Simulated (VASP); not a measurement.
# SiC (F-43m) in VASP: single point with PBE-based screened hybrid with 100 % exact exchange

Aim: the single point of SiC with PBE-based screened hybrid with 100 % exact exchange.

Everything below comes from runs of VASP 6.6.1. Logs are shortened: lines on timing, memory, paths and dates and some standing lists are left out, and cuts for length are marked.

**1. The cell of the first run**

It takes space group F-43m (No. 216, cubic). Conventional cell: a = 4.356 Å, b = 4.356 Å, c = 4.356 Å, α = 90.00°, β = 90.00°, γ = 90.00°. Si (site symmetry -43m) has 4 C at 1.89 Å within 2.5 Å. Within 2.5 Å of C (site symmetry -43m) lie 4 Si at 1.89 Å.

**2. Single point, PBE-based screened hybrid with 100 % exact exchange**

File POSCAR:

```
SiC
1.0
    0.0000000000      2.1780523476      2.1780523476
    2.1780523476      0.0000000000      2.1780523476
    2.1780523476      2.1780523476      0.0000000000
Si C
1 1
Direct
    0.0000000000      0.0000000000      0.0000000000
    0.2500000000      0.2500000000      0.2500000000
```

File INCAR.step1:

```
SYSTEM = SiC
ALGO     = Normal         ! electronic algorithm
EDIFF    = 1E-5           ! SCF threshold, eV
ENCUT    = 1000           ! plane-wave cutoff, eV
GGA      = PE             ! functional
GGA_COMPAT= .False.      
ISIF     = 2              ! what is computed and relaxed
ISMEAR   = 0              ! smearing method
LASPH    = .True.         ! aspherical terms in the spheres
LCHARG   = .False.        ! write CHGCAR
LREAL    = .False.        ! projectors in reciprocal space
LWAVE    = .True.         ! write WAVECAR
NBANDS   = 11             ! bands
NELM     = 120            ! most SCF steps
PREC     = Accurate       ! precision mode
SIGMA    = 0.01           ! smearing width, eV
```

File INCAR.step2:

```
SYSTEM = SiC
AEXX     = 1.0            ! exact-exchange fraction
AGGAC    = 1.0          
ALDAC    = 1.0          
ALGO     = Normal         ! electronic algorithm
EDIFF    = 1E-6           ! SCF threshold, eV
ENCUT    = 1000           ! plane-wave cutoff, eV
GGA      = PE             ! functional
GGA_COMPAT= .False.      
HFSCREEN = 0.1            ! screening, 1/A
ISIF     = 2              ! what is computed and relaxed
ISMEAR   = 0              ! smearing method
ISTART   = 1            
LASPH    = .True.         ! aspherical terms in the spheres
LCHARG   = .False.        ! write CHGCAR
LHFCALC  = .True.         ! exact exchange
LREAL    = .False.        ! projectors in reciprocal space
LWAVE    = .False.        ! write WAVECAR
NBANDS   = 11             ! bands
NELM     = 120            ! most SCF steps
PREC     = Accurate       ! precision mode
PRECFOCK = Normal       
SIGMA    = 0.01           ! smearing width, eV
```

File KPOINTS:

```
k-points
0
Gamma
  4 4 4
  0 0 0
```

Potentials or basis: VASP PAW PBE potentials, release 64 (Si, C_h).

Launch:

```
> cat potpaw_PBE.64/Si/POTCAR potpaw_PBE.64/C_h/POTCAR > POTCAR
> cp INCAR.step1 INCAR
> mpirun -np 1 vasp_std > vasp.out
> cp INCAR.step2 INCAR
> mpirun -np 1 vasp_std > vasp.out
```

OUTCAR:

```text
SYSTEM = SiC
   AEXX = 1.0
   EDIFF = 1E-6
   ENCUT = 1000
   GGA = PE
   HFSCREEN = 0.1
   ISIF = 2
   ISMEAR = 0
   ISTART = 1
   LASPH = .True.
   LHFCALC = .True.
   LREAL = .False.
   NELM = 120
   PREC = Accurate
   PRECFOCK = Normal

 ion  position               nearest neighbor table
   1  0.000  0.000  0.000-   2 1.89   2 1.89   2 1.89   2 1.89
   2  0.250  0.250  0.250-   1 1.89   1 1.89   1 1.89   1 1.89

  LATTYP: Found a face centered cubic cell.
 ALAT       =     4.3561046952

  Lattice vectors:

 A1 = (   0.0000000000,   2.1780523476,   2.1780523476)
 A2 = (   2.1780523476,   0.0000000000,   2.1780523476)
 A3 = (   2.1780523476,   2.1780523476,   0.0000000000)

Analysis of symmetry for initial positions (statically):
=====================================================================
 Subroutine PRICEL returns:
 Original cell was already a primitive cell.

 Routine SETGRP: Setting up the symmetry group for a
 face centered cubic supercell.

 Subroutine GETGRP returns: Found 24 space group operations
 (whereof 24 operations were pure point group operations)
 out of a pool of 48 trial point group operations.

The static configuration has the point symmetry T_d .

Analysis of symmetry for dynamics (positions and initial velocities):
=====================================================================
 Subroutine PRICEL returns:
 Original cell was already a primitive cell.

 Routine SETGRP: Setting up the symmetry group for a
 face centered cubic supercell.

 Subroutine GETGRP returns: Found 24 space group operations
 (whereof 24 operations were pure point group operations)
 out of a pool of 48 trial point group operations.

The dynamic configuration has the point symmetry T_d .

 Subroutine INISYM returns: Found 24 space group operations
 (whereof 24 operations are pure point group operations),
 and found     1 'primitive' translations

----------------------------------------------------------------------------------------

                                     Primitive cell

  volume of cell :      20.6650

  direct lattice vectors                    reciprocal lattice vectors
     0.000000000  2.178052348  2.178052348    -0.229562894  0.229562894  0.229562894
     2.178052348  0.000000000  2.178052348     0.229562894 -0.229562894  0.229562894
     2.178052348  2.178052348  0.000000000     0.229562894  0.229562894 -0.229562894

  length of vectors
     3.080231170  3.080231170  3.080231170     0.397614596  0.397614596  0.397614596

  position of ions in fractional coordinates (direct lattice)
     0.000000000  0.000000000  0.000000000
     0.250000000  0.250000000  0.250000000

  ion indices of the primitive-cell ions
   primitive index   ion index
                 1           1
                 2           2

----------------------------------------------------------------------------------------

 KPOINTS: k-points

Automatic generation of k-mesh.
 Grid dimensions read from file:
 generate k-points for:    4    4    4

 Generating k-lattice:

  Cartesian coordinates                     Fractional coordinates (reciprocal lattice)
    -0.057390723  0.057390723  0.057390723     0.250000000  0.000000000  0.000000000
     0.057390723 -0.057390723  0.057390723     0.000000000  0.250000000  0.000000000
     0.057390723  0.057390723 -0.057390723     0.000000000  0.000000000  0.250000000

  Length of vectors
     0.099403649  0.099403649  0.099403649

  Shift w.r.t. Gamma in fractional coordinates (k-lattice)
     0.000000000  0.000000000  0.000000000

 Subroutine IBZKPT returns following result:
 ===========================================

 Found      8 irreducible k-points:

 Following reciprocal coordinates:
            Coordinates               Weight
  0.000000  0.000000  0.000000      1.000000
  0.250000  0.000000  0.000000      8.000000
  0.500000  0.000000  0.000000      4.000000
  0.250000  0.250000  0.000000      6.000000
  0.500000  0.250000  0.000000     24.000000
 -0.250000  0.250000  0.000000     12.000000
  0.500000  0.500000  0.000000      3.000000
 -0.250000  0.500000  0.250000      6.000000
   k-points           NKPTS =      8   k-points in BZ     NKDIM =     64   number of bands    NBANDS=     11
   number of dos      NEDOS =    301   number of ions     NIONS =      2
   total plane-waves  NPLWV =  32768
   dimension x,y,z NGX =    32 NGY =   32 NGZ =   32
   dimension x,y,z NGXF=    64 NGYF=   64 NGZF=   64
   ions per type =               1   1
   NGX,Y,Z   is equivalent  to a cutoff of  17.27, 17.27, 17.27 a.u.
   NGXF,Y,Z  is equivalent  to a cutoff of  34.54, 34.54, 34.54 a.u.
 SYSTEM =  SiC
   PREC   = accura    normal or accurate (medium, high low for compatibility)
   ISTART =      1    job   : 0-new  1-cont  2-samecut
   ICHARG =      0    charge: 1-file 2-atom 10-const
   ISPIN  =      1    spin polarized calculation?
   LNONCOLLINEAR =      F non collinear calculations
   LSORBIT =      F    spin-orbit coupling
   LASPH  =      T    aspherical Exc in radial PAW
   ENCUT  = 1000.0 eV  73.50 Ry    8.57 a.u.   7.94  7.94  7.94*2*pi/ulx,y,z
   NELM   =    120;   NELMIN=  2; NELMDL=  0     # of ELM steps
   EDIFF  = 0.1E-05   stopping-criterion for ELM
   LREAL  =      F    real-space projection
   EDIFFG = 0.1E-04   stopping-criterion for IOM
   NSW    =      0    number of steps for IOM
   IBRION =     -1    ionic relax: 0-MD 1-quasi-New 2-CG
   NFREE  =      0    steps in history (QN), initial steepest desc. (CG)
   ISIF   =      2    stress and relaxation
   ISYM   =      3    0-nonsym 1-usesym 2-fastsym
   POTIM  = 0.5000    time-step for ionic-motion
   TEBEG  =    0.0;   TEEND  =   0.0 temperature during run
   PSTRESS=    0.0 pullay stress
   NELECT =       8.0000    total number of electrons
   NUPDOWN=      -1.0000    fix difference up-down
   EMIN   =  10.00;   EMAX   =-10.00  energy-range for DOS
   EFERMI =   0.00;   METHOD = LEGACY
   ISMEAR =     0;   SIGMA  =   0.01  broadening in eV -4-tet -1-fermi 0-gaus
   EFERMI_NEDOS =   21; number of points for ismear=-14 and -15
   IALGO  =     38    algorithm
   IMIX   =      1    mixing-type and parameters
     AMIX     =   0.40;   BMIX     =  1.00
     AMIX_MAG =   1.60;   BMIX_MAG =  1.00
  volume/ion in A,a.u.               =      10.33        69.73
  Fermi-wavevector in a.u.,A,eV,Ry     =   1.193145  2.254717 19.369182  1.423595
  Thomas-Fermi vector in A             =   2.329166
   LORBIT       =      0    0 simple, 1 ext, 2 COOP (PROOUT), +10 PAW based schemes
   GGA     = PE    functional components
   LHFCALC =     T    Hartree Fock is set to
   PRECFOCK=normal    Normal, Fast or Accurate (Low or Medium for compatibility)
   ENCUT4O =  -1.0   cutoff for four orbital integrals eV
   NKREDX  =     1    reduce k-point grid by
   NKREDY  =     1    reduce k-point grid by
   NKREDZ  =     1    reduce k-point grid by
   AEXX    =    1.0000 exact exchange contribution
   HFSCREEN=    0.1000 screening length (either q_TF or 0.3 A-1)
   HFSCREENC=   0.1000 screening length for correlation (either q_TF or 0.3 A-1)
   ENCUTFOCK=  -1.0 apply spherical cutoff to Coloumb kernel
   IVDW    =     0    specifies the selected vdW correction
   LEPSILON=     F    determine dielectric tensor
   LRPA    =     F    only Hartree local field effects (RPA)
 non-spin polarized calculation
 Gauss-broadening in eV      SIGMA  =   0.01
  energy-cutoff  :     1000.00
  volume of cell :       20.66
 maximum number of plane-waves:      1524
  NGX = 24; NGY = 24; NGZ = 24

 number of electron       8.0000000 magnetization

 Free energy of the ion-electron system (eV)
  ---------------------------------------------------
  ext. energy  EPLUGINS =         0.00000000
  ---------------------------------------------------
  free energy    TOTEN  =       -27.13898478 eV

  energy without entropy =      -27.13898478  energy(sigma->0) =      -27.13898478

 E-fermi :   4.9519     XC(G=0):  -2.6298

 val. band max:        4.8823607624   @ k =   0.0000   0.0000   0.0000
 cond. band min:      11.6701373763   @ k =   0.5000   0.5000   0.0000
 fundamental gap:      6.7877766139
 Fermi energy:         4.9519492467

 k-point     1 :       0.0000    0.0000    0.0000
  band No.  band energies     occupation
      1     -16.6887      2.00000
      2       4.8824      2.00000
      3       4.8824      2.00000
      4       4.8824      2.00000
      5      18.2668      0.00000
      6      19.2001      0.00000
      7      19.2001      0.00000
      8      19.2001      0.00000
      9      27.5137      0.00000
     10      27.5137      0.00000
     11      29.1559      0.00000

 k-point     2 :       0.2500    0.0000    0.0000
  band No.  band energies     occupation
      1     -15.0849      2.00000
      2      -0.8988      2.00000
      3       4.0727      2.00000
      4       4.0727      2.00000
      5      17.6988      0.00000
      6      19.9630      0.00000
      7      19.9630      0.00000
      8      22.0907      0.00000
      9      25.7671      0.00000
     10      25.7671      0.00000
     11      27.6405      0.00000

 k-point     3 :       0.5000    0.0000    0.0000
  band No.  band energies     occupation
      1     -12.0114      2.00000
      2      -6.7265      2.00000
      3       3.4277      2.00000
      4       3.4277      2.00000
      5      17.0672      0.00000
      6      18.9576      0.00000
      7      18.9576      0.00000
      8      22.5428      0.00000
      9      29.7554      0.00000
     10      31.3181      0.00000
     11      31.3181      0.00000
[... 43 lines left out ...]
 k-point     7 :       0.5000    0.5000    0.0000
  band No.  band energies     occupation
      1     -10.1231      2.00000
      2      -5.7096      2.00000
      3       0.4922      2.00000
      4       0.4922      2.00000
      5      11.6701      0.00000
      6      15.2832      0.00000
      7      28.3082      0.00000
      8      28.3082      0.00000
      9      29.3140      0.00000
     10      34.5995      0.00000
     11      36.5478      0.00000

 k-point     8 :      -0.2500    0.5000    0.2500
  band No.  band energies     occupation
      1      -9.8569      2.00000
      2      -4.6051      2.00000
      3      -1.7977      2.00000
      4      -1.1225      2.00000
      5      16.3595      0.00000
      6      21.5036      0.00000
      7      22.0250      0.00000
      8      22.4834      0.00000
      9      28.6341      0.00000
     10      31.5739      0.00000
     11      35.9393      0.00000

------------------------ aborting loop because EDIFF is reached ----------------------------------------

  FORCE on cell =-STRESS in cart. coord.  units (eV):
  Direction    XX          YY          ZZ          XY          YZ          ZX
  --------------------------------------------------------------------------------------
  -------------------------------------------------------------------------------------
  Total       -2.0763678     -2.0763678     -2.0763678      0.0000000      0.0000000      0.0000000
  in kB     -160.9829653   -160.9829653   -160.9829653      0.0000000      0.0000000      0.0000000
  external PRESSURE =    -160.9829653 kB  Pullay stress =       0.0000000 kB

 VOLUME and BASIS-vectors are now :
 -----------------------------------------------------------------------------
  energy-cutoff  :     1000.00
  volume of cell :       20.66
      direct lattice vectors                 reciprocal lattice vectors
     0.000000000  2.178052348  2.178052348    -0.229562894  0.229562894  0.229562894
     2.178052348  0.000000000  2.178052348     0.229562894 -0.229562894  0.229562894
     2.178052348  2.178052348  0.000000000     0.229562894  0.229562894 -0.229562894

 POSITION                                       TOTAL-FORCE (eV/Angst)
 -----------------------------------------------------------------------------------
      0.00000      0.00000      0.00000        -0.000000     -0.000000     -0.000000
      1.08903      1.08903      1.08903         0.000000      0.000000      0.000000
 -----------------------------------------------------------------------------------
    total drift:                               -0.000030      0.000005     -0.000009

  FREE ENERGIE OF THE ION-ELECTRON SYSTEM (eV)
  ---------------------------------------------------
  free  energy   TOTEN  =       -27.1389847783 eV

  energy  without entropy=      -27.1389847783  energy(sigma->0) =      -27.13898478
```

It took 2.4 min on 1 thread of Intel Xeon Platinum 8375C at 2.90GHz (Ice Lake), shared host; peak memory 0.27 GiB.

What came out:

```
Free energy            : -27.1390 eV
Pressure               : -16.1 GPa
Band gap on the k mesh : 6.79 eV (least direct gap 11.18 eV)
```

Caveat: the k points lie up to 0.62 Å⁻¹ apart; the PAW data sets were made with another functional, which shifts forces and pressure a little.
